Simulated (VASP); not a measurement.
# InSb (F-43m) in VASP: further runs

Runs on InSb. Level: PBE. Tasks: vibrations by perturbation theory, elastic constants.

Program: VASP 6.6.1. These are calculated values, not measurements. Logs are shortened: lines on timing, memory, paths and dates and some standing lists are left out, and cuts for length are marked.

### Step 1. The cell of the first run

Symmetry: F-43m, No. 216, cubic system. Conventional cell: a = 6.704 Å, b = 6.704 Å, c = 6.704 Å, α = 90.00°, β = 90.00°, γ = 90.00°. In (site symmetry -43m) has 4 Sb at 2.90 Å within 3.8 Å. Sb (site symmetry -43m) has 4 In at 2.90 Å within 3.8 Å.

### Step 2. Vibrations by perturbation theory, PBE

INCAR reads:

```
SYSTEM = InSb
PREC = Accurate
ENCUT = 520
EDIFF = 1E-8
ISMEAR = -1
SIGMA = 0.15
LREAL = .False.
LASPH = .True.
NELM = 80
ALGO = Normal
ISIF = 2
LWAVE = .False.
LCHARG = .False.
GGA = PE
IBRION = 8
NSW = 1
```

KPOINTS reads:

```
regular mesh
0
Gamma
  12 12 12
  0 0 0
```

POSCAR reads:

```
InSb
1.0
    0.0000000000      3.3520341588      3.3520341588
    3.3520341588      0.0000000000      3.3520341588
    3.3520341588      3.3520341588      0.0000000000
In Sb
1 1
Direct
    0.0000000000      0.0000000000      0.0000000000
    0.7500000000      0.7500000000      0.7500000000
```

Potentials or basis: VASP PAW PBE potentials, release 64 (In_d, Sb).

Command:

```console
cat potpaw_PBE.64/In_d/POTCAR potpaw_PBE.64/Sb/POTCAR > POTCAR
mpirun -np 1 vasp_std > vasp.out
```

OUTCAR:

```text
SYSTEM = InSb
   PREC = Accurate
   ENCUT = 520
   EDIFF = 1E-8
   ISMEAR = -1
   LREAL = .False.
   LASPH = .True.
   NELM = 80
   ISIF = 2
   GGA = PE
   IBRION = 8
   NSW = 1

 ion  position               nearest neighbor table
   1  0.000  0.000  0.000-   2 2.90   2 2.90   2 2.90   2 2.90
   2  0.750  0.750  0.750-   1 2.90   1 2.90   1 2.90   1 2.90

  LATTYP: Found a face centered cubic cell.
 ALAT       =     6.7040683176

  Lattice vectors:

 A1 = (   0.0000000000,   3.3520341588,   3.3520341588)
 A2 = (   3.3520341588,   0.0000000000,   3.3520341588)
 A3 = (   3.3520341588,   3.3520341588,   0.0000000000)

Analysis of symmetry for initial positions (statically):
=====================================================================
 Subroutine PRICEL returns:
 Original cell was already a primitive cell.

 Routine SETGRP: Setting up the symmetry group for a
 face centered cubic supercell.

 Subroutine GETGRP returns: Found 24 space group operations
 (whereof 24 operations were pure point group operations)
 out of a pool of 48 trial point group operations.

The static configuration has the point symmetry T_d .

Analysis of symmetry for dynamics (positions and initial velocities):
=====================================================================
 Subroutine PRICEL returns:
 Original cell was already a primitive cell.

 Routine SETGRP: Setting up the symmetry group for a
 face centered cubic supercell.

 Subroutine GETGRP returns: Found 24 space group operations
 (whereof 24 operations were pure point group operations)
 out of a pool of 48 trial point group operations.

The dynamic configuration has the point symmetry T_d .

 Subroutine INISYM returns: Found 24 space group operations
 (whereof 24 operations are pure point group operations),
 and found     1 'primitive' translations

----------------------------------------------------------------------------------------

                                     Primitive cell

  volume of cell :      75.3278

  direct lattice vectors                    reciprocal lattice vectors
     0.000000000  3.352034159  3.352034159    -0.149163158  0.149163158  0.149163158
     3.352034159  0.000000000  3.352034159     0.149163158 -0.149163158  0.149163158
     3.352034159  3.352034159  0.000000000     0.149163158  0.149163158 -0.149163158

  length of vectors
     4.740492169  4.740492169  4.740492169     0.258358168  0.258358168  0.258358168

  position of ions in fractional coordinates (direct lattice)
     0.000000000  0.000000000  0.000000000
     0.750000000  0.750000000  0.750000000

  ion indices of the primitive-cell ions
   primitive index   ion index
                 1           1
                 2           2

----------------------------------------------------------------------------------------

 KPOINTS: regular mesh

Automatic generation of k-mesh.
 Grid dimensions read from file:
 generate k-points for:   12   12   12

 Generating k-lattice:

  Cartesian coordinates                     Fractional coordinates (reciprocal lattice)
    -0.012430263  0.012430263  0.012430263     0.083333333  0.000000000  0.000000000
     0.012430263 -0.012430263  0.012430263     0.000000000  0.083333333  0.000000000
     0.012430263  0.012430263 -0.012430263     0.000000000  0.000000000  0.083333333

  Length of vectors
     0.021529847  0.021529847  0.021529847
[... 83 lines left out ...]
   LEPSILON=     F    determine dielectric tensor
   LRPA    =     F    only Hartree local field effects (RPA)
 non-spin polarized calculation
  energy-cutoff  :      520.00
  volume of cell :       75.33
 maximum number of plane-waves:      2085
   NGX = 17   NGY = 17   NGZ = 17

--------------------------------------- Ionic step        1  -------------------------------------------

 number of electron      18.0000004 magnetization

 Free energy of the ion-electron system (eV)
  ---------------------------------------------------
  ext. energy  EPLUGINS =         0.00000000
  ---------------------------------------------------
  free energy    TOTEN  =        -6.94835512 eV

  energy without entropy =       -6.93806578  energy(sigma->0) =       -6.94321045

 E-fermi :   4.2935     XC(G=0):  -8.2553

 val. band max:        4.0803044635   @ k =   0.0000   0.0000   0.0000
 cond. band min:       4.4518958175   @ k =   0.5000   0.0000   0.0000
 fundamental gap:      0.3715913540
 Fermi energy:         4.2935202986

 k-point     1 :       0.0000    0.0000    0.0000
  band No.  band energies     occupation
      1     -10.3347      2.00000
      2     -10.3347      2.00000
      3     -10.3347      2.00000
      4     -10.2746      2.00000
      5     -10.2746      2.00000
      6      -6.0334      2.00000
      7       3.3236      1.99689
      8       4.0803      1.61113
      9       4.0803      1.61113
     10       4.0803      1.61113
     11       7.0465      0.00000
     12       7.0465      0.00000
     13       7.0465      0.00000
[... 354 lines left out ...]
  band No.  band energies     occupation
      1     -10.3689      2.00000
      2     -10.3191      2.00000
      3     -10.3180      2.00000
      4     -10.2753      2.00000
      5     -10.2736      2.00000
      6      -4.7837      2.00000
      7      -1.0686      2.00000
      8       2.0171      2.00000
      9       2.9918      1.99966
     10       5.6187      0.00029
     11       7.7506      0.00000
     12       8.4799      0.00000
     13      10.1138      0.00000

 [... further k-points ...]

------------------------ aborting loop because EDIFF is reached ----------------------------------------

  FORCE on cell =-STRESS in cart. coord.  units (eV):
  Direction    XX          YY          ZZ          XY          YZ          ZX
  --------------------------------------------------------------------------------------
  -------------------------------------------------------------------------------------
  Total       -0.4875603     -0.4875603     -0.4875603     -0.0000000      0.0000000      0.0000000
  in kB      -10.3701155    -10.3701155    -10.3701155     -0.0000000      0.0000000      0.0000000
  external PRESSURE =     -10.3701155 kB  Pullay stress =       0.0000000 kB

 VOLUME and BASIS-vectors are now :
 -----------------------------------------------------------------------------
  energy-cutoff  :      520.00
  volume of cell :       75.33
      direct lattice vectors                 reciprocal lattice vectors
     0.000000000  3.352034159  3.352034159    -0.149163158  0.149163158  0.149163158
     3.352034159  0.000000000  3.352034159     0.149163158 -0.149163158  0.149163158
     3.352034159  3.352034159  0.000000000     0.149163158  0.149163158 -0.149163158

 POSITION                                       TOTAL-FORCE (eV/Angst)
 -----------------------------------------------------------------------------------
      0.00000      0.00000      0.00000         0.000000      0.000000      0.000000
      5.02805      5.02805      5.02805        -0.000000     -0.000000     -0.000000
 -----------------------------------------------------------------------------------
    total drift:                                0.000000      0.000000      0.000000

  FREE ENERGIE OF THE ION-ELECTRON SYSTEM (eV)
  ---------------------------------------------------
  free  energy   TOTEN  =        -6.9483551219 eV

  energy  without entropy=       -6.9380657764  energy(sigma->0) =       -6.94321045

[... ionic steps 2 to 3 ...]

--------------------------------------- Ionic step        4  -------------------------------------------

------------------------ aborting loop because EDIFF is reached ----------------------------------------

[... ionic steps 5 to 6 ...]

--------------------------------------- Ionic step        7  -------------------------------------------

 Free energy of the ion-electron system (eV)
  ---------------------------------------------------
  ---------------------------------------------------
  free energy    TOTEN  =        -0.02710003 eV

  energy without entropy =       -0.02710003

------------------------ aborting loop because EDIFF is reached ----------------------------------------

 INTERNAL STRAIN TENSOR  FOR ION    2  DIRECTION 1   (eV/Angst):
 -----------------------------------------------------------------------------
    -0.00134  0.00000  0.00000
     0.00000  0.00235  5.04677
     0.00000  5.04677  0.00235

 INTERNAL STRAIN TENSOR FOR ION    2 for displacements in x,y,z  (eV/Angst):
          X           Y           Z          XY          YZ          ZX
  --------------------------------------------------------------------------------
  x     0.00000    -0.00000    -0.00000     0.00000     5.04677     0.00000
  y     0.00000    -0.00000     0.00000     0.00000     0.00000     5.04677
  z    -0.00000    -0.00000     0.00000     5.04677     0.00000     0.00000

 SECOND DERIVATIVES (NOT SYMMETRIZED)
 ------------------------------------
               1X          1Y          1Z          2X          2Y          2Z
  1X    -5.371507    0.000000    0.000000    5.371507    0.000000    0.000000
  1Y     0.000000   -5.371507    0.000000    0.000000    5.371507    0.000000
  1Z     0.000000    0.000000   -5.371507    0.000000    0.000000    5.371507
  2X     5.343710    0.000000    0.000000   -5.343710    0.000000    0.000000
  2Y     0.000000    5.343710    0.000000    0.000000   -5.343710    0.000000
  2Z     0.000000    0.000000    5.343710    0.000000    0.000000   -5.343710

 Eigenvectors and eigenvalues of the dynamical matrix
 ----------------------------------------------------

   1 f  =    4.707493 THz    29.578048 2PiTHz  157.025052 cm-1    19.468616 meV
             X         Y         Z           dx          dy          dz
      0.000000  0.000000  0.000000    -0.718291    0.000000   -0.000000
      5.028051  5.028051  5.028051     0.695742    0.000000   -0.000000
[... 21 lines left out ...]
   6 f/i=    0.006103 THz     0.038346 2PiTHz    0.203572 cm-1     0.025240 meV
             X         Y         Z           dx          dy          dz
      0.000000  0.000000  0.000000    -0.164834   -0.300457    0.605486
      5.028051  5.028051  5.028051    -0.170177   -0.310194    0.625110

--------------------------------------------------------------------------------------------------------

 ELASTIC MODULI CONTR FROM IONIC RELAXATION (kBar)
 Direction    XX          YY          ZZ          XY          YZ          ZX
 --------------------------------------------------------------------------------
 XX          -0.0000     -0.0000      0.0000      0.0000     -0.0000     -0.0000
 YY          -0.0000     -0.0000     -0.0000      0.0000      0.0000      0.0000
 ZZ           0.0000     -0.0000     -0.0000     -0.0000      0.0000     -0.0000
 XY           0.0000      0.0000     -0.0000   -102.1024      0.0000      0.0000
 YZ          -0.0000      0.0000      0.0000      0.0000   -102.1024     -0.0000
 ZX          -0.0000      0.0000     -0.0000      0.0000     -0.0000   -102.1024
 --------------------------------------------------------------------------------
```

Wall time 16 min (1 thread of Intel Xeon Platinum 8259CL at 2.50GHz (Skylake/Cascade Lake), shared host); peak memory 0.74 GiB.

Results:

```
Highest phonon frequency at Γ, LO-TO splitting left out : 157 cm⁻¹
```

Phonon frequencies in cm⁻¹ (negative: imaginary):
| q point | frequencies |
| --- | --- |
| (0.000, 0.000, 0.000) | 0 0 0 157 157 157 |

Caveat: the cell stands under pressure or tension, which shifts response properties; spin-orbit coupling is left out, which moves the levels of the heavy elements.

### Step 3. Vibrations by perturbation theory, PBE (35.82 Å³/atom)

This run uses another cell than the first one, of 35.82 Å³/atom.

INCAR reads:

```
  ALGO = Normal
  EDIFF = 1E-8
  ENCUT = 520
  GGA = PE
  IBRION = 8
  ISIF = 2
  ISMEAR = -1
  LASPH = True
  LCHARG = False
  LREAL = False
  LWAVE = False
  NELM = 60
  NSW = 1
  PREC = Accurate
  SIGMA = 0.15
```

KPOINTS reads:

```
k-points
0
Gamma
  12 12 12
```

POSCAR reads:

```
InSb
1.0
    0.0000000000      3.2963011032      3.2963011032
    3.2963011032      0.0000000000      3.2963011032
    3.2963011032      3.2963011032      0.0000000000
In Sb
1 1
Direct
    0.0000000000      0.0000000000      0.0000000000
    0.7500000000      0.7500000000      0.7500000000
```

Potentials or basis: VASP PAW PBE potentials, release 64 (In_d, Sb).

Command:

```console
cat potpaw_PBE.64/In_d/POTCAR potpaw_PBE.64/Sb/POTCAR > POTCAR
mpirun -np 1 vasp_std > vasp.out
```

OUTCAR:

```text
EDIFF = 1E-8
   ENCUT = 520
   GGA = PE
   IBRION = 8
   ISIF = 2
   ISMEAR = -1
   LASPH = True
   LREAL = False
   NELM = 60
   NSW = 1
   PREC = Accurate

 ion  position               nearest neighbor table
   1  0.000  0.000  0.000-   2 2.85   2 2.85   2 2.85   2 2.85
   2  0.750  0.750  0.750-   1 2.85   1 2.85   1 2.85   1 2.85

  LATTYP: Found a face centered cubic cell.
 ALAT       =     6.5926022064

  Lattice vectors:

 A1 = (   0.0000000000,   3.2963011032,   3.2963011032)
 A2 = (   3.2963011032,   0.0000000000,   3.2963011032)
 A3 = (   3.2963011032,   3.2963011032,   0.0000000000)

Analysis of symmetry for initial positions (statically):
=====================================================================
 Subroutine PRICEL returns:
 Original cell was already a primitive cell.

 Routine SETGRP: Setting up the symmetry group for a
 face centered cubic supercell.

[... 610 lines left out ...]

 INTERNAL STRAIN TENSOR  FOR ION    2  DIRECTION 1   (eV/Angst):
 -----------------------------------------------------------------------------
    -0.00202  0.00000  0.00000
     0.00000  0.00270  6.50477
     0.00000  6.50477  0.00270

 INTERNAL STRAIN TENSOR FOR ION    2 for displacements in x,y,z  (eV/Angst):
          X           Y           Z          XY          YZ          ZX
  --------------------------------------------------------------------------------
  x    -0.00000     0.00000     0.00000     0.00000     6.50477     0.00000
  y     0.00000    -0.00000     0.00000     0.00000     0.00000     6.50477
  z     0.00000     0.00000    -0.00000     6.50477     0.00000     0.00000

 SECOND DERIVATIVES (NOT SYMMETRIZED)
 ------------------------------------
               1X          1Y          1Z          2X          2Y          2Z
  1X    -6.196350    0.000000    0.000000    6.196350    0.000000    0.000000
  1Y     0.000000   -6.196350    0.000000    0.000000    6.196350    0.000000
  1Z     0.000000    0.000000   -6.196350    0.000000    0.000000    6.196350
  2X     6.157703    0.000000    0.000000   -6.157703    0.000000    0.000000
  2Y     0.000000    6.157703    0.000000    0.000000   -6.157703    0.000000
  2Z     0.000000    0.000000    6.157703    0.000000    0.000000   -6.157703

 Eigenvectors and eigenvalues of the dynamical matrix
 ----------------------------------------------------

   1 f  =    5.054724 THz    31.759769 2PiTHz  168.607452 cm-1    20.904650 meV
             X         Y         Z           dx          dy          dz
      0.000000  0.000000  0.000000     0.000000    0.718477    0.000000
      4.944452  4.944452  4.944452     0.000000   -0.695551    0.000000
[... 21 lines left out ...]
   6 f/i=    0.007902 THz     0.049650 2PiTHz    0.263584 cm-1     0.032680 meV
             X         Y         Z           dx          dy          dz
      0.000000  0.000000  0.000000     0.000000    0.000000   -0.695551
      4.944452  4.944452  4.944452     0.000000    0.000000   -0.718477

--------------------------------------------------------------------------------------------------------

 ELASTIC MODULI CONTR FROM IONIC RELAXATION (kBar)
 Direction    XX          YY          ZZ          XY          YZ          ZX
 --------------------------------------------------------------------------------
 XX          -0.0000      0.0000      0.0000      0.0000      0.0000      0.0000
 YY           0.0000     -0.0000      0.0000     -0.0000      0.0000      0.0000
 ZZ           0.0000      0.0000     -0.0000      0.0000      0.0000     -0.0000
 XY           0.0000     -0.0000      0.0000   -154.3868      0.0000      0.0000
 YZ           0.0000      0.0000      0.0000      0.0000   -154.3868      0.0000
 ZX           0.0000      0.0000     -0.0000      0.0000      0.0000   -154.3868
 --------------------------------------------------------------------------------
```

OSZICAR:

```text
N       E                     dE             d eps       ncg     rms          rms(c)
DAV:   1     0.109978068132E+03    0.10998E+03   -0.80014E+03  1872   0.134E+03
DAV:   2     0.460908952907E+00   -0.10952E+03   -0.10692E+03  1942   0.304E+02
DAV:   3    -0.684536081027E+01   -0.73063E+01   -0.72489E+01  2455   0.859E+01
DAV:   4    -0.704200516703E+01   -0.19664E+00   -0.19657E+00  2229   0.168E+01
[... 45 lines left out ...]
RMM:   6    -0.270694320619E-01    0.27196E-05   -0.11733E-06 12890   0.878E-03    0.128E-03
RMM:   7    -0.270674019968E-01    0.20301E-05   -0.12358E-07 13649   0.337E-03    0.486E-04
RMM:   8    -0.270677382751E-01   -0.33628E-06   -0.62722E-08 13097   0.128E-03    0.266E-04
RMM:   9    -0.270680437930E-01   -0.30552E-06   -0.69594E-09 12928   0.519E-04    0.589E-05
RMM:  10    -0.270680522737E-01   -0.84807E-08    0.42791E-09 15118   0.222E-04    0.608E-05
 Linear response finished
```

stdout:

```text
POSCAR found type information on POSCAR InSb
 POSCAR found :  2 types and       2 ions
 scaLAPACK will be used
 LDA part: xc-table for (Slater+PW92), standard interpolation
 POSCAR, INCAR and KPOINTS ok, starting setup
 FFT: planning ... GRIDC
 FFT: planning ... GRID_SOFT
 FFT: planning ... GRID
 WAVECAR not read
 entering main loop
 Linear response reoptimize wavefunctions to high precision
 Linear response DOF=           2
 Linear response progress:
 first order change of Fermi-energy  -0.81103E-05
 force on displaced ion       1 direction 1 :  -6.196  -0.000  -0.000
 Linear response progress:
 first order change of Fermi-energy   0.18697E-03
 force on displaced ion       2 direction 1 :  -6.158   0.000   0.000
 Linear response finished
```

It took 21 min on 1 thread of AMD EPYC 7R13, shared host; peak memory 0.68 GiB.

What came out:

| Quantity | Value |
| --- | --- |
| Highest phonon frequency at Γ, LO-TO splitting left out | 169 cm⁻¹ |

Phonon frequencies in cm⁻¹ (negative: imaginary):
| q point | frequencies |
| --- | --- |
| (0.000, 0.000, 0.000) | 0 0 0 169 169 169 |

Caveat: spin-orbit coupling is left out, which moves the levels of the heavy elements.

[end of part 1 of 2]
